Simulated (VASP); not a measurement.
# ZnS (P1) in VASP: single point with PBEsol

Aim: the single point of ZnS with PBEsol.

All numbers are computed with VASP 6.6.1; they aren't measurements. Logs are shortened: lines on timing, memory, paths and dates and some standing lists are left out, and cuts for length are marked.

### Step 1. The cell of the first run

The typed cell holds 4 atoms: a = 3.812 Å, b = 3.762 Å, c = 6.235 Å, α = 89.36°, β = 88.27°, γ = 118.70°.

### Step 2. Single point, PBEsol (equal xy, yz and zx shear strains of +3 %)

File INCAR:

```
SYSTEM = ZnS
ALGO = Normal
EDIFF = 1E-7
ENCUT = 520
GGA = PS
ISIF = 2
ISMEAR = -1
LASPH = .True.
LCHARG = .False.
LREAL = .False.
LWAVE = .False.
NBANDS = 26
NELM = 60
PREC = Accurate
SIGMA = 0.03
```

File KPOINTS:

```
k-points
0
Gamma
  8 8 5
  0 0 0
```

File POSCAR:

```
ZnS
1.0
    3.8109987816      0.0571649817      0.0571649817
   -1.8559930644      3.2718392677      0.0209238355
    0.0935100000      0.0935100000      6.2340000000
Zn S
2 2
Direct
    0.3333333333      0.6666666667      0.0000000000
    0.6666666667      0.3333333333      0.5000000000
    0.3333333333      0.6666666667      0.3850000000
    0.6666666667      0.3333333333      0.8850000000
```

Potentials or basis: VASP PAW PBE potentials, release 64 (Zn, S).

Run with:

```console
$ cat potpaw_PBE.64/Zn/POTCAR potpaw_PBE.64/S/POTCAR > POTCAR
$ mpirun -np 1 vasp_std > vasp.out
```

OUTCAR:

```text
SYSTEM = ZnS
   EDIFF = 1E-7
   ENCUT = 520
   GGA = PS
   ISIF = 2
   ISMEAR = -1
   LASPH = .True.
   LREAL = .False.
   NELM = 60
   PREC = Accurate

 ion  position               nearest neighbor table
   1  0.333  0.667  0.000-   4 2.28   4 2.29   4 2.37   3 2.40
   2  0.667  0.333  0.500-   3 2.29   3 2.31   3 2.34   4 2.40
   3  0.333  0.667  0.385-   2 2.29   2 2.31   2 2.34   1 2.40
   4  0.667  0.333  0.885-   1 2.28   1 2.29   1 2.37   2 2.40

  LATTYP: Found a triclinic cell.
 ALAT       =     3.8614005892
 B/A-ratio  =     2.3160893807
 C/A-ratio  =     0.9871693112
 COS(alpha) =     0.0012395079
 COS(beta)  =     0.5194127996
 COS(gamma) =     0.6137347293

  Lattice vectors:

 A1 = (  -1.9550057172,  -3.3290042494,  -0.0780888172)
 A2 = (  -0.0055026528,  -6.5073335171,   6.1349873473)
 A3 = (  -3.8109987816,  -0.0571649817,  -0.0571649817)

Analysis of symmetry for initial positions (statically):
=====================================================================
 Subroutine PRICEL returns:
 Original cell was already a primitive cell.

 Routine SETGRP: Setting up the symmetry group for a
 triclinic supercell.

 Subroutine GETGRP returns: Found  1 space group operations
 (whereof  1 operations were pure point group operations)
 out of a pool of  2 trial point group operations.

The static configuration has the point symmetry C_1 .

Analysis of symmetry for dynamics (positions and initial velocities):
=====================================================================
 Subroutine PRICEL returns:
 Original cell was already a primitive cell.

 Routine SETGRP: Setting up the symmetry group for a
 triclinic supercell.

 Subroutine GETGRP returns: Found  1 space group operations
 (whereof  1 operations were pure point group operations)
 out of a pool of  2 trial point group operations.

The dynamic configuration has the point symmetry C_1 .

 Subroutine INISYM returns: Found  1 space group operations
 (whereof  1 operations are pure point group operations),
 and found     1 'primitive' translations

----------------------------------------------------------------------------------------

                                     Primitive cell

  volume of cell :      78.3583

  direct lattice vectors                    reciprocal lattice vectors
     3.810998782  0.057164982  0.057164982     0.260274943  0.147683456 -0.006119376
    -1.855993064  3.271839268  0.020923836    -0.004479694  0.303125970 -0.004479694
     0.093510000  0.093510000  6.234000000    -0.002371652 -0.002371652  0.160481801

  length of vectors
     3.811856160  3.761659242  6.235402492     0.299317384  0.303192165  0.160516846

  position of ions in fractional coordinates (direct lattice)
     0.333333333  0.666666667  0.000000000
     0.666666667  0.333333333  0.500000000
     0.333333333  0.666666667  0.385000000
     0.666666667  0.333333333  0.885000000

  ion indices of the primitive-cell ions
   primitive index   ion index
                 1           1
                 2           2
                 3           3
                 4           4

----------------------------------------------------------------------------------------

 KPOINTS: k-points

Automatic generation of k-mesh.
 Grid dimensions read from file:
 generate k-points for:    8    8    5

 Generating k-lattice:

  Cartesian coordinates                     Fractional coordinates (reciprocal lattice)
     0.032534368  0.018460432 -0.000764922     0.125000000 -0.000000000 -0.000000000
    -0.000559962  0.037890746 -0.000559962    -0.000000000  0.125000000  0.000000000
    -0.000474330 -0.000474330  0.032096360     0.000000000  0.000000000  0.200000000

  Length of vectors
     0.037414673  0.037899021  0.032103369

  Shift w.r.t. Gamma in fractional coordinates (k-lattice)
     0.000000000  0.000000000  0.000000000

 Subroutine IBZKPT returns following result:
 ===========================================

 Found    162 irreducible k-points:

 Following reciprocal coordinates:
            Coordinates               Weight
  0.000000  0.000000  0.000000      1.000000
  0.125000 -0.000000 -0.000000      2.000000
  0.250000 -0.000000 -0.000000      2.000000
  0.375000  0.000000 -0.000000      2.000000
  0.500000 -0.000000 -0.000000      1.000000
 -0.000000  0.125000 -0.000000      2.000000
[... 16 lines left out ...]
  0.125000  0.375000 -0.000000      2.000000
  0.250000  0.375000 -0.000000      2.000000
 [... further k-points ...]
   k-points           NKPTS =    162   k-points in BZ     NKDIM =    162   number of bands    NBANDS=     26
   number of dos      NEDOS =    301   number of ions     NIONS =      4
   total plane-waves  NPLWV =  37632
   dimension x,y,z NGX =    28 NGY =   28 NGZ =   48
   dimension x,y,z NGXF=    56 NGYF=   56 NGZF=   96
   ions per type =               2   2
   NGX,Y,Z   is equivalent  to a cutoff of  12.21, 12.37, 12.80 a.u.
   NGXF,Y,Z  is equivalent  to a cutoff of  24.42, 24.75, 25.60 a.u.
 SYSTEM =  ZnS
   PREC   = accura    normal or accurate (medium, high low for compatibility)
   ISTART =      0    job   : 0-new  1-cont  2-samecut
   ICHARG =      2    charge: 1-file 2-atom 10-const
   ISPIN  =      1    spin polarized calculation?
   LNONCOLLINEAR =      F non collinear calculations
   LSORBIT =      F    spin-orbit coupling
   LASPH  =      T    aspherical Exc in radial PAW
   ENCUT  =  520.0 eV  38.22 Ry    6.18 a.u.   7.09  6.99 11.59*2*pi/ulx,y,z
   NELM   =     60;   NELMIN=  2; NELMDL= -5     # of ELM steps
   EDIFF  = 0.1E-06   stopping-criterion for ELM
   LREAL  =      F    real-space projection
   EDIFFG = 0.1E-05   stopping-criterion for IOM
   NSW    =      0    number of steps for IOM
   IBRION =     -1    ionic relax: 0-MD 1-quasi-New 2-CG
   NFREE  =      0    steps in history (QN), initial steepest desc. (CG)
   ISIF   =      2    stress and relaxation
   ISYM   =      2    0-nonsym 1-usesym 2-fastsym
   POTIM  = 0.5000    time-step for ionic-motion
   TEBEG  =    0.0;   TEEND  =   0.0 temperature during run
   PSTRESS=    0.0 pullay stress
   NELECT =      36.0000    total number of electrons
   NUPDOWN=      -1.0000    fix difference up-down
   EMIN   =  10.00;   EMAX   =-10.00  energy-range for DOS
   EFERMI =   0.00;   METHOD = LEGACY
   ISMEAR =    -1;   SIGMA  =   0.03  broadening in eV -4-tet -1-fermi 0-gaus
   EFERMI_NEDOS =   21; number of points for ismear=-14 and -15
   IALGO  =     38    algorithm
   IMIX   =      4    mixing-type and parameters
     AMIX     =   0.40;   BMIX     =  1.00
     AMIX_MAG =   1.60;   BMIX_MAG =  1.00
  volume/ion in A,a.u.               =      19.59       132.20
  Fermi-wavevector in a.u.,A,eV,Ry     =   1.263225  2.387149 21.711329  1.595738
  Thomas-Fermi vector in A             =   2.396593
   LORBIT       =      0    0 simple, 1 ext, 2 COOP (PROOUT), +10 PAW based schemes
   GGA     = PS    functional components
   LHFCALC =     F    Hartree Fock is set to
   AEXX    =    0.0000 exact exchange contribution
   IVDW    =     0    specifies the selected vdW correction
   LEPSILON=     F    determine dielectric tensor
   LRPA    =     F    only Hartree local field effects (RPA)
 non-spin polarized calculation
  energy-cutoff  :      520.00
  volume of cell :       78.36
 maximum number of plane-waves:      2126
   NGX = 15   NGY = 13   NGZ = 23

 number of electron      35.9999975 magnetization

 Free energy of the ion-electron system (eV)
  ---------------------------------------------------
  ext. energy  EPLUGINS =         0.00000000
  ---------------------------------------------------
  free energy    TOTEN  =       -15.11355909 eV

  energy without entropy =      -15.11355909  energy(sigma->0) =      -15.11355909

 E-fermi :   2.6984     XC(G=0):  -9.8736

 val. band max:        2.1306893617   @ k =   0.0000   0.0000   0.0000
 cond. band min:       4.1767335685   @ k =   0.0000   0.0000   0.0000
 fundamental gap:      2.0460442069
 Fermi energy:         2.6984110941

 k-point     1 :       0.0000    0.0000    0.0000
  band No.  band energies     occupation
      1     -11.1379      2.00000
      2     -10.1933      2.00000
      3      -4.3408      2.00000
      4      -4.3306      2.00000
      5      -4.2766      2.00000
      6      -4.2637      2.00000
[... 18 lines left out ...]
     25       9.8038      0.00000
     26      11.2425      0.00000

 k-point     2 :       0.1250   -0.0000   -0.0000
  band No.  band energies     occupation
      1     -11.0337      2.00000
      2     -10.1344      2.00000
      3      -4.3406      2.00000
      4      -4.3166      2.00000
      5      -4.2703      2.00000
      6      -4.2346      2.00000
[... 18 lines left out ...]
     25      10.2379      0.00000
     26      10.5495      0.00000

 k-point     3 :       0.2500   -0.0000   -0.0000
  band No.  band energies     occupation
      1     -10.7541      2.00000
      2      -9.9967      2.00000
      3      -4.3452      2.00000
      4      -4.2645      2.00000
      5      -4.2507      2.00000
      6      -4.1568      2.00000
[... 18 lines left out ...]
     25      10.3165      0.00000
     26      10.8959      0.00000

 k-point     4 :       0.3750    0.0000   -0.0000
  band No.  band energies     occupation
      1     -10.4097      2.00000
      2      -9.8849      2.00000
      3      -4.3199      2.00000
      4      -4.2222      2.00000
      5      -4.1916      2.00000
      6      -4.0763      2.00000
[... 18 lines left out ...]
     25      10.8103      0.00000
     26      12.0774      0.00000

 k-point     5 :       0.5000   -0.0000   -0.0000
  band No.  band energies     occupation
      1     -10.2238      2.00000
      2      -9.8682      2.00000
      3      -4.3058      2.00000
      4      -4.2073      2.00000
      5      -4.1094      2.00000
      6      -4.0436      2.00000
[... 18 lines left out ...]
     25      11.0514      0.00000
     26      13.1983      0.00000

 k-point     6 :      -0.0000    0.1250   -0.0000
  band No.  band energies     occupation
      1     -11.0296      2.00000
      2     -10.1311      2.00000
      3      -4.3469      2.00000
      4      -4.3083      2.00000
      5      -4.2624      2.00000
      6      -4.2413      2.00000
[... 427 lines left out ...]
 k-point    21 :      -0.1250    0.2500   -0.0000
  band No.  band energies     occupation
      1     -10.8191      2.00000
      2     -10.0195      2.00000
      3      -4.3506      2.00000
      4      -4.2659      2.00000
      5      -4.2374      2.00000
      6      -4.1972      2.00000
[... 18 lines left out ...]
     25      10.5747      0.00000
     26      10.6284      0.00000

 k-point    22 :       0.0000    0.3750   -0.0000
  band No.  band energies     occupation
      1     -10.3787      2.00000
      2      -9.8673      2.00000
      3      -4.3198      2.00000
      4      -4.2121      2.00000
      5      -4.1776      2.00000
      6      -4.0664      2.00000
[... 18 lines left out ...]
     25      10.8012      0.00000
     26      12.1530      0.00000

 k-point    23 :       0.1250    0.3750   -0.0000
  band No.  band energies     occupation
      1     -10.1989      2.00000
      2      -9.8491      2.00000
      3      -4.2827      2.00000
      4      -4.1949      2.00000
      5      -4.0686      2.00000
      6      -4.0374      2.00000
[... 18 lines left out ...]
     25      11.1265      0.00000
     26      12.3724      0.00000

 k-point    24 :       0.2500    0.3750   -0.0000
  band No.  band energies     occupation
      1     -10.0197      2.00000
      2      -9.8748      2.00000
      3      -4.2656      2.00000
      4      -4.1292      2.00000
      5      -4.0433      2.00000
      6      -3.9861      2.00000
[... 18 lines left out ...]
     25      11.5924      0.00000
     26      11.8333      0.00000

 [... further k-points ...]

------------------------ aborting loop because EDIFF is reached ----------------------------------------

  FORCE on cell =-STRESS in cart. coord.  units (eV):
  Direction    XX          YY          ZZ          XY          YZ          ZX
  --------------------------------------------------------------------------------------
  -------------------------------------------------------------------------------------
  Total       -0.1586677     -0.1727357     -1.1100087     -0.8471696     -0.5275583     -0.5295356
  in kB       -3.2442515     -3.5318962    -22.6961528    -17.3219270    -10.7868915    -10.8273212
  external PRESSURE =      -9.8241002 kB  Pullay stress =       0.0000000 kB

 VOLUME and BASIS-vectors are now :
 -----------------------------------------------------------------------------
  energy-cutoff  :      520.00
  volume of cell :       78.36
      direct lattice vectors                 reciprocal lattice vectors
     3.810998782  0.057164982  0.057164982     0.260274943  0.147683456 -0.006119376
    -1.855993064  3.271839268  0.020923836    -0.004479694  0.303125970 -0.004479694
     0.093510000  0.093510000  6.234000000    -0.002371652 -0.002371652  0.160481801

 POSITION                                       TOTAL-FORCE (eV/Angst)
 -----------------------------------------------------------------------------------
      0.03300      2.20028      0.03300        -0.248711     -0.088509      0.324517
      1.96876      1.17548      3.16208         0.052560     -0.104775      0.310318
      0.06901      2.23628      2.43309        -0.091553      0.105455     -0.305456
      2.00476      1.21148      5.56217         0.287704      0.087828     -0.329378
 -----------------------------------------------------------------------------------
    total drift:                                0.000069     -0.000068      0.000104

  FREE ENERGIE OF THE ION-ELECTRON SYSTEM (eV)
  ---------------------------------------------------
  free  energy   TOTEN  =       -15.1135590913 eV

  energy  without entropy=      -15.1135590913  energy(sigma->0) =      -15.11355909
```

It took 6.4 min on 1 thread of Oxide Virtual Turin-like, shared host; peak memory 0.35 GiB.

Results:

```
Free energy            : -15.1136 eV
Pressure               : -1.0 GPa
Largest force          : 0.446 eV/Å
Band gap on the k mesh : 2.05 eV, direct
```

Forces in eV/Å, atoms in the order of the input:
```
Zn  -0.249 -0.089  0.325
Zn   0.053 -0.105  0.310
S   -0.092  0.105 -0.305
S    0.288  0.088 -0.329
```

Levels at points of the mesh, in eV from the valence-band top:
| k point | band 16 | band 17 | band 18 | band 19 | band 20 | band 21 |
| --- | --- | --- | --- | --- | --- | --- |
| (0.00, 0.00, 0.00) | -0.17 | -0.01 | 0.00 | 2.05 | 2.83 | 6.02 |
| (0.50, 0.00, 0.00) | -2.20 | -1.63 | -0.93 | 3.62 | 4.23 | 4.99 |
| (0.00, 0.50, 0.00) | -2.33 | -1.65 | -1.04 | 3.44 | 4.10 | 4.99 |
| (0.50, 0.50, 0.00) | -2.46 | -1.68 | -1.15 | 3.26 | 3.94 | 5.01 |

Caveat: the cell differs from its parent crystal (equal xy, yz and zx shear strains of +3 %); the PAW data sets were made with another functional, which shifts forces and pressure a little.
